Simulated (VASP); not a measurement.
# SrO (I4/mmm) in VASP: further runs

Runs on SrO. Level: PBE. Tasks: single point.

Program: VASP 6.6.1. These are calculated values, not measurements. Logs are shortened: lines on timing, memory, paths and dates and some standing lists are left out, and cuts for length are marked.

### 1 The cell of the first run

Symmetry: I4/mmm, No. 139, tetragonal system. Conventional cell: a = 3.743 Å, b = 3.743 Å, c = 5.140 Å, α = 90.00°, β = 90.00°, γ = 90.00°. Within 3.4 Å of Sr (site symmetry 4/mmm) lie 6 O at 2.57 to 2.65 Å. O (site symmetry 4/mmm) has 6 Sr at 2.57 to 2.65 Å within 3.4 Å.

### 2 Single point, PBE (strain +0.030 along x and y, +0.000 along z)

The input, INCAR:

```
PREC = Accurate
ENCUT = 520
EDIFF = 1E-6
ISMEAR = 0
SIGMA = 0.05
LREAL = F
LASPH = T
NELM = 80
ALGO = Normal
ISIF = 2
LWAVE = F
LCHARG = T
GGA = PE
LELF = T
LVHAR = T
NBANDS = 15
```

The input, KPOINTS:

```
regular mesh
0
Gamma
  8 8 8
```

The input, POSCAR:

```
SrO
1.0
    0.0000000000      2.6468940000      2.5698000000
    2.6468940000      0.0000000000      2.5698000000
    2.6468940000      2.6468940000      0.0000000000
Sr O
1 1
Direct
    0.0000000000      0.0000000000      0.0000000000
    0.5000000000      0.5000000000      0.5000000000
```

Potentials or basis: VASP PAW PBE potentials, release 64 (Sr_sv, O).

On the command line:

```bash
$ cat potpaw_PBE.64/Sr_sv/POTCAR potpaw_PBE.64/O/POTCAR > POTCAR
$ mpirun -np 1 vasp_std > vasp.out
```

OUTCAR:

```text
PREC = Accurate
   ENCUT = 520
   EDIFF = 1E-6
   ISMEAR = 0
   LREAL = F
   LASPH = T
   NELM = 80
   ISIF = 2
   GGA = PE

 ion  position               nearest neighbor table
   1  0.000  0.000  0.000-   2 2.57   2 2.57   2 2.65   2 2.65   2 2.65   2 2.65
   2  0.500  0.500  0.500-   1 2.57   1 2.57   1 2.65   1 2.65   1 2.65   1 2.65

  LATTYP: Found a body centered tetragonal cell.
 ALAT       =     3.7432733930
 C/A-ratio  =     1.3730228761

  Lattice vectors:

 A1 = (   0.0000000000,  -2.6468940000,  -2.5698000000)
 A2 = (   0.0000000000,   2.6468940000,  -2.5698000000)
 A3 = (   2.6468940000,   0.0000000000,   2.5698000000)

Analysis of symmetry for initial positions (statically):
=====================================================================
 Subroutine PRICEL returns:
 Original cell was already a primitive cell.

 Routine SETGRP: Setting up the symmetry group for a
 body centered tetragonal supercell.

 Subroutine GETGRP returns: Found 16 space group operations
 (whereof 16 operations were pure point group operations)
 out of a pool of 16 trial point group operations.

The static configuration has the point symmetry D_4h.

Analysis of symmetry for dynamics (positions and initial velocities):
=====================================================================
 Subroutine PRICEL returns:
 Original cell was already a primitive cell.

 Routine SETGRP: Setting up the symmetry group for a
 body centered tetragonal supercell.

 Subroutine GETGRP returns: Found 16 space group operations
 (whereof 16 operations were pure point group operations)
 out of a pool of 16 trial point group operations.

The dynamic configuration has the point symmetry D_4h.

 Subroutine INISYM returns: Found 16 space group operations
 (whereof 16 operations are pure point group operations),
 and found     1 'primitive' translations

----------------------------------------------------------------------------------------

                                     Primitive cell

  volume of cell :      36.0083

  direct lattice vectors                    reciprocal lattice vectors
     0.000000000  2.646894000  2.569800000    -0.188900651  0.188900651  0.194567671
     2.646894000  0.000000000  2.569800000     0.188900651 -0.188900651  0.194567671
     2.646894000  2.646894000  0.000000000     0.188900651  0.188900651 -0.194567671

  length of vectors
     3.689162491  3.689162491  3.743273393     0.330489774  0.330489774  0.330489774

  position of ions in fractional coordinates (direct lattice)
     0.000000000  0.000000000  0.000000000
     0.500000000  0.500000000  0.500000000

  ion indices of the primitive-cell ions
   primitive index   ion index
                 1           1
                 2           2

----------------------------------------------------------------------------------------

 KPOINTS: regular mesh

Automatic generation of k-mesh.
 Grid dimensions read from file:
 generate k-points for:    8    8    8

 Generating k-lattice:

  Cartesian coordinates                     Fractional coordinates (reciprocal lattice)
    -0.023612581  0.023612581  0.024320959     0.125000000  0.000000000  0.000000000
     0.023612581 -0.023612581  0.024320959     0.000000000  0.125000000  0.000000000
     0.023612581  0.023612581 -0.024320959     0.000000000  0.000000000  0.125000000

  Length of vectors
     0.041311222  0.041311222  0.041311222

  Shift w.r.t. Gamma in fractional coordinates (k-lattice)
     0.000000000  0.000000000  0.000000000

 Subroutine IBZKPT returns following result:
 ===========================================

 Found     59 irreducible k-points:

 Following reciprocal coordinates:
            Coordinates               Weight
  0.000000  0.000000  0.000000      1.000000
  0.125000  0.000000  0.000000      8.000000
  0.250000  0.000000  0.000000      8.000000
  0.375000  0.000000  0.000000      8.000000
  0.500000  0.000000  0.000000      4.000000
  0.125000  0.125000  0.000000      2.000000
[... 16 lines left out ...]
  0.250000  0.000000  0.125000     16.000000
  0.375000  0.000000  0.125000     16.000000
 [... further k-points ...]
   k-points           NKPTS =     59   k-points in BZ     NKDIM =     59   number of bands    NBANDS=     15
   number of dos      NEDOS =    301   number of ions     NIONS =      2
   total plane-waves  NPLWV =  21952
   dimension x,y,z NGX =    28 NGY =   28 NGZ =   28
   dimension x,y,z NGXF=    56 NGYF=   56 NGZF=   56
   ions per type =               1   1
   NGX,Y,Z   is equivalent  to a cutoff of  12.62, 12.62, 12.44 a.u.
   NGXF,Y,Z  is equivalent  to a cutoff of  25.24, 25.24, 24.87 a.u.
 SYSTEM =  unknown system
   PREC   = accura    normal or accurate (medium, high low for compatibility)
   ISTART =      0    job   : 0-new  1-cont  2-samecut
   ICHARG =      2    charge: 1-file 2-atom 10-const
   ISPIN  =      1    spin polarized calculation?
   LNONCOLLINEAR =      F non collinear calculations
   LSORBIT =      F    spin-orbit coupling
   LASPH  =      T    aspherical Exc in radial PAW
   ENCUT  =  520.0 eV  38.22 Ry    6.18 a.u.   6.86  6.86  6.96*2*pi/ulx,y,z
   NELM   =     80;   NELMIN=  2; NELMDL= -5     # of ELM steps
   EDIFF  = 0.1E-05   stopping-criterion for ELM
   LREAL  =      F    real-space projection
   EDIFFG = 0.1E-04   stopping-criterion for IOM
   NSW    =      0    number of steps for IOM
   IBRION =     -1    ionic relax: 0-MD 1-quasi-New 2-CG
   NFREE  =      0    steps in history (QN), initial steepest desc. (CG)
   ISIF   =      2    stress and relaxation
   ISYM   =      2    0-nonsym 1-usesym 2-fastsym
   POTIM  = 0.5000    time-step for ionic-motion
   TEBEG  =    0.0;   TEEND  =   0.0 temperature during run
   PSTRESS=    0.0 pullay stress
   NELECT =      16.0000    total number of electrons
   NUPDOWN=      -1.0000    fix difference up-down
   EMIN   =  10.00;   EMAX   =-10.00  energy-range for DOS
   EFERMI =   0.00;   METHOD = LEGACY
   ISMEAR =     0;   SIGMA  =   0.05  broadening in eV -4-tet -1-fermi 0-gaus
   EFERMI_NEDOS =   21; number of points for ismear=-14 and -15
   IALGO  =     38    algorithm
   IMIX   =      4    mixing-type and parameters
     AMIX     =   0.40;   BMIX     =  1.00
     AMIX_MAG =   1.60;   BMIX_MAG =  1.00
  volume/ion in A,a.u.               =      18.00       121.50
  Fermi-wavevector in a.u.,A,eV,Ry     =   1.249244  2.360729 21.233404  1.560611
  Thomas-Fermi vector in A             =   2.383294
   LORBIT       =      0    0 simple, 1 ext, 2 COOP (PROOUT), +10 PAW based schemes
   GGA     = PE    functional components
   LHFCALC =     F    Hartree Fock is set to
   AEXX    =    0.0000 exact exchange contribution
   IVDW    =     0    specifies the selected vdW correction
   LEPSILON=     F    determine dielectric tensor
   LRPA    =     F    only Hartree local field effects (RPA)
 non-spin polarized calculation
 Gauss-broadening in eV      SIGMA  =   0.05
  energy-cutoff  :      520.00
  volume of cell :       36.01
 maximum number of plane-waves:       986
   NGX = 13   NGY = 13   NGZ = 13

 number of electron      16.0000004 magnetization

 Free energy of the ion-electron system (eV)
  ---------------------------------------------------
  ext. energy  EPLUGINS =         0.00000000
  ---------------------------------------------------
  free energy    TOTEN  =       -12.04465954 eV

  energy without entropy =      -12.04465954  energy(sigma->0) =      -12.04465954

 E-fermi :   1.6821     XC(G=0):  -9.7555

 val. band max:        1.4620729207   @ k =   0.0000   0.0000   0.0000
 cond. band min:       4.6221788267   @ k =   0.5000   0.5000   0.0000
 fundamental gap:      3.1601059060
 Fermi energy:         1.6820574181

 k-point     1 :       0.0000    0.0000    0.0000
  band No.  band energies     occupation
      1     -31.1943      2.00000
      2     -13.6192      2.00000
      3     -12.8953      2.00000
      4     -12.8953      2.00000
      5     -12.8715      2.00000
      6       1.3708      2.00000
      7       1.3708      2.00000
      8       1.4621      2.00000
      9       4.9672      0.00000
     10       7.4160      0.00000
     11       7.4160      0.00000
     12       7.6227      0.00000
     13       9.3335      0.00000
     14       9.7368      0.00000
     15      13.8328      0.00000

 k-point     2 :       0.1250    0.0000    0.0000
  band No.  band energies     occupation
      1     -31.1789      2.00000
      2     -14.0024      2.00000
      3     -12.9090      2.00000
      4     -12.8898      2.00000
      5     -12.5402      2.00000
      6       0.9586      2.00000
      7       1.1985      2.00000
      8       1.2523      2.00000
      9       5.6430      0.00000
     10       7.3295      0.00000
     11       7.7117      0.00000
     12       7.8389      0.00000
     13       9.6973      0.00000
     14      10.1148      0.00000
     15      14.7672      0.00000

 k-point     3 :       0.2500    0.0000    0.0000
  band No.  band energies     occupation
      1     -31.1413      2.00000
      2     -14.5403      2.00000
      3     -12.9419      2.00000
      4     -12.9089      2.00000
      5     -12.0951      2.00000
      6       0.1776      2.00000
      7       0.8245      2.00000
      8       0.8497      2.00000
      9       7.0560      0.00000
     10       7.3242      0.00000
     11       8.5075      0.00000
     12       8.5812      0.00000
     13      10.6203      0.00000
     14      11.0558      0.00000
     15      16.5746      0.00000

 k-point     4 :       0.3750    0.0000    0.0000
  band No.  band energies     occupation
      1     -31.1033      2.00000
      2     -14.9294      2.00000
      3     -12.9742      2.00000
      4     -12.9277      2.00000
      5     -11.7988      2.00000
      6      -0.4359      2.00000
      7       0.4952      2.00000
      8       0.4972      2.00000
      9       7.5035      0.00000
     10       8.6511      0.00000
     11       9.4531      0.00000
     12       9.5023      0.00000
     13      11.8113      0.00000
     14      12.1932      0.00000
     15      16.1279      0.00000
[... 307 lines left out ...]
 k-point    22 :       0.1250    0.0000    0.1250
  band No.  band energies     occupation
      1     -31.1745      2.00000
      2     -14.0029      2.00000
      3     -12.9347      2.00000
      4     -12.9186      2.00000
      5     -12.5298      2.00000
      6       0.6851      2.00000
      7       1.3060      2.00000
      8       1.4007      2.00000
      9       5.7456      0.00000
     10       6.8079      0.00000
     11       8.0177      0.00000
     12       8.1997      0.00000
     13       9.7752      0.00000
     14      10.1580      0.00000
     15      15.0136      0.00000

 k-point    23 :       0.2500    0.0000    0.1250
  band No.  band energies     occupation
      1     -31.1450      2.00000
      2     -14.3587      2.00000
      3     -12.9720      2.00000
      4     -12.9508      2.00000
      5     -12.2669      2.00000
      6       0.2229      2.00000
      7       1.0442      2.00000
      8       1.1665      2.00000
      9       6.5673      0.00000
     10       6.7509      0.00000
     11       8.7057      0.00000
     12       8.8839      0.00000
     13      10.3564      0.00000
     14      10.8681      0.00000
     15      16.5868      0.00000

 k-point    24 :       0.3750    0.0000    0.1250
  band No.  band energies     occupation
      1     -31.1072      2.00000
      2     -14.7358      2.00000
      3     -13.0132      2.00000
      4     -12.9812      2.00000
      5     -12.0046      2.00000
      6      -0.1600      2.00000
      7       0.6183      2.00000
      8       0.7933      2.00000
      9       6.9095      0.00000
     10       8.0343      0.00000
     11       9.5068      0.00000
     12       9.7388      0.00000
     13      11.4762      0.00000
     14      11.7788      0.00000
     15      16.3174      0.00000

 [... further k-points ...]

------------------------ aborting loop because EDIFF is reached ----------------------------------------

  FORCE on cell =-STRESS in cart. coord.  units (eV):
  Direction    XX          YY          ZZ          XY          YZ          ZX
  --------------------------------------------------------------------------------------
  -------------------------------------------------------------------------------------
  Total       -0.5840412     -0.5840412      0.1319398      0.0000000     -0.0000000      0.0000000
  in kB      -25.9867317    -25.9867317      5.8706182      0.0000000     -0.0000000      0.0000000
  external PRESSURE =     -15.3676151 kB  Pullay stress =       0.0000000 kB

 VOLUME and BASIS-vectors are now :
 -----------------------------------------------------------------------------
  energy-cutoff  :      520.00
  volume of cell :       36.01
      direct lattice vectors                 reciprocal lattice vectors
     0.000000000  2.646894000  2.569800000    -0.188900651  0.188900651  0.194567671
     2.646894000  0.000000000  2.569800000     0.188900651 -0.188900651  0.194567671
     2.646894000  2.646894000  0.000000000     0.188900651  0.188900651 -0.194567671

 POSITION                                       TOTAL-FORCE (eV/Angst)
 -----------------------------------------------------------------------------------
      0.00000      0.00000      0.00000        -0.000000      0.000000      0.000000
      2.64689      2.64689      2.56980         0.000000     -0.000000      0.000000
 -----------------------------------------------------------------------------------
    total drift:                                0.000000      0.000000      0.000000

  FREE ENERGIE OF THE ION-ELECTRON SYSTEM (eV)
  ---------------------------------------------------
  free  energy   TOTEN  =       -12.0446595350 eV

  energy  without entropy=      -12.0446595350  energy(sigma->0) =      -12.04465954
```

It took 21 s on 1 thread of Intel Xeon 6975P-C, shared host; peak memory 0.18 GiB.

What came out:

```
Free energy            : -12.0447 eV
Pressure               : -1.5 GPa
Band gap on the k mesh : 3.16 eV, indirect (least direct gap 3.38 eV)
```

Stress tensor (GPa, compression positive):
```
-2.60  0.00  0.00
 0.00 -2.60  0.00
 0.00  0.00  0.59
```

Caveat: the cell differs from its parent crystal (strain +0.030 along x and y, +0.000 along z).

### 3 Single point, PBE (strain +0.015 along x and y, +0.030 along z)

The input, INCAR:

```
SYSTEM = SrO
PREC = Accurate ; ENCUT = 520
EDIFF = 1E-7 ; ISMEAR = 0
SIGMA = 0.05 ; LREAL = .False.
LASPH = .True. ; NELM = 60
ALGO = Normal ; ISIF = 2
LWAVE = .False. ; LCHARG = .True.
GGA = PE ; LELF = .True.
LVHAR = .True. ; NBANDS = 15
```

The input, KPOINTS:

```
regular mesh
0
Gamma
  8 8 8
  0 0 0
```

The input, POSCAR:

```
SrO
1.0
    0.0000000000      2.6083470000      2.6468940000
    2.6083470000      0.0000000000      2.6468940000
    2.6083470000      2.6083470000      0.0000000000
Sr O
1 1
Direct
    0.0000000000      0.0000000000      0.0000000000
    0.5000000000      0.5000000000      0.5000000000
```

Potentials or basis: VASP PAW PBE potentials, release 64 (Sr_sv, O).

On the command line:

```bash
$ cat potpaw_PBE.64/Sr_sv/POTCAR potpaw_PBE.64/O/POTCAR > POTCAR
$ mpirun -np 1 vasp_std > vasp.out
```

Run time: 27 s. Hardware: 1 thread of Intel Xeon 6975P-C, shared host; peak memory 0.18 GiB.

The run converged. Its results:

```yaml
Free_energy: -12.0499 eV
Pressure: -1.7 GPa
Band_gap_on_the_k_mesh: 3.26 eV, indirect (least direct gap 3.38 eV)
```

Stress tensor (GPa, compression positive):
```
-1.20  0.00  0.00
 0.00 -1.20  0.00
 0.00  0.00 -2.64
```

Levels at points of the mesh, in eV from the valence-band top:
```
           k point  band 6  band 7  band 8  band 9  band 10  band 11
(0.00, 0.00, 0.00)   -0.04    0.00    0.00    3.56     6.00     6.10
(0.50, 0.00, 0.00)   -2.08   -1.05   -1.04    6.29     7.98     8.49
(0.50, 0.50, 0.00)   -0.59   -0.12   -0.12    3.31     7.36     9.79
(0.50, 0.00, 0.50)   -0.51   -0.17   -0.12    3.26     7.36     9.78
```

Caveat: the cell differs from its parent crystal (strain +0.015 along x and y, +0.030 along z).

### 4 Single point, PBE (strain +0.030 along x and y, +0.015 along z)

INCAR is that of step 3.

KPOINTS is that of step 3.

The input, POSCAR:

```
SrO
1.0
    0.0000000000      2.6468940000      2.6083470000
    2.6468940000      0.0000000000      2.6083470000
    2.6468940000      2.6468940000      0.0000000000
Sr O
1 1
Direct
    0.0000000000      0.0000000000      0.0000000000
    0.5000000000      0.5000000000      0.5000000000
```

On the command line:

```bash
$ cat potpaw_PBE.64/Sr_sv/POTCAR potpaw_PBE.64/O/POTCAR > POTCAR
$ mpirun -np 1 vasp_std > vasp.out
```

It took 25 s on 1 thread of Intel Xeon 6975P-C, shared host; peak memory 0.18 GiB.

The run converged. Its results:

| Quantity | Value |
| --- | --- |
| Free energy | -12.0428 eV |
| Pressure | -2.8 GPa |
| Band gap on the k mesh | 3.23 eV, indirect (least direct gap 3.41 eV) |

Stress tensor (GPa, compression positive):
```
-3.23  0.00  0.00
 0.00 -3.23  0.00
 0.00  0.00 -1.84
```

Levels at points of the mesh, in eV from the valence-band top:
```
           k point  band 4  band 5  band 6  band 7  band 8  band 9  band 10  band 11  band 12  band 13
(0.00, 0.00, 0.00)  -14.39  -14.38   -0.04   -0.04    0.00    3.45     5.98     5.98     6.08     7.93
(0.50, 0.00, 0.00)  -14.44  -13.21   -2.06   -1.04   -1.03    6.21     7.85     8.39     8.42    11.14
(0.50, 0.50, 0.00)  -14.69  -14.69   -0.52   -0.18   -0.18    3.23     7.25     9.66     9.76    10.49
(0.50, 0.00, 0.50)  -14.67  -14.66   -0.59   -0.17   -0.12    3.28     7.24     9.68     9.69    10.40
```

Caveat: the cell differs from its parent crystal (strain +0.030 along x and y, +0.015 along z).

### 5 Overview

```csv
cell,gap on the mesh (eV),pressure (GPa)
"a = 3.689, b = 3.689, c = 3.743 Å, angles 59.5, 59.5, 61.0°, 2 atoms",3.16,-1.5
"a = 3.716, b = 3.716, c = 3.689 Å, angles 60.2, 60.2, 59.5°, 2 atoms",3.26,-1.7
"a = 3.716, b = 3.716, c = 3.743 Å, angles 59.8, 59.8, 60.5°, 2 atoms",3.23,-2.8
```

Alike in all rows: task single point; level PBE; potentials or basis VASP PAW PBE potentials, release 64 (Sr_sv, O); no spin polarisation; k mesh 8 × 8 × 8; cutoff (eV) 520; smearing gaussian 0.05 eV.

Total energies depend on the potentials used, so only differences within one code and one set of settings carry meaning.
